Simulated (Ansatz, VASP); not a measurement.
# One calculation of TeW, two programs

```
W Te
1.0
     0.00000    3.02418    3.02418
     3.02418    0.00000    3.02418
     3.02418    3.02418    0.00000
W Te
1 1
Direct
  0.00000 0.00000 0.00000
  0.25000 0.25000 0.25000
```

Alike in both runs: functional PBEsol; k mesh 12 × 12 × 12; occupations gaussian, width 0.1 eV; collinear spin.

Ansatz relaxed the structure, and its values are those at the end. VASP's run is a single point on that final structure, the one shown.

|  | VASP | Ansatz |
| --- | --- | --- |
| version | VASP 6.6.1 | Ansatz 0.2.0 |
| potentials or method | VASP PAW PBE potentials, release 64 (W_sv, Te), cutoff 520 eV | scalar-relativistic, plane waves, PAW |
| valence electrons in the cell | 20 | 30 |

|  | VASP | Ansatz | Ansatz less VASP |
| --- | --- | --- | --- |
| gap on the k mesh at the Fermi level (eV) | none | none | - |
| pressure (GPa) | 0.1 | 0.0 | -0.12 |
| net moment per atom (μB) | 0.68 | 0.68 | 0.000 |
| size of the moment on the site where the two differ most (μB) | 1.06 | 0.90 | -0.164 |

VASP's potentials were made for PBE, not for PBEsol. Site moments also hang on the region over which each program counts them. A gap of «none» marks a metal or a gap that the smearing closes. VASP's potentials hold 20 valence electrons a cell and Ansatz's 30, so a difference there can come from the potentials and not from the codes.

Spin-orbit coupling is off throughout.
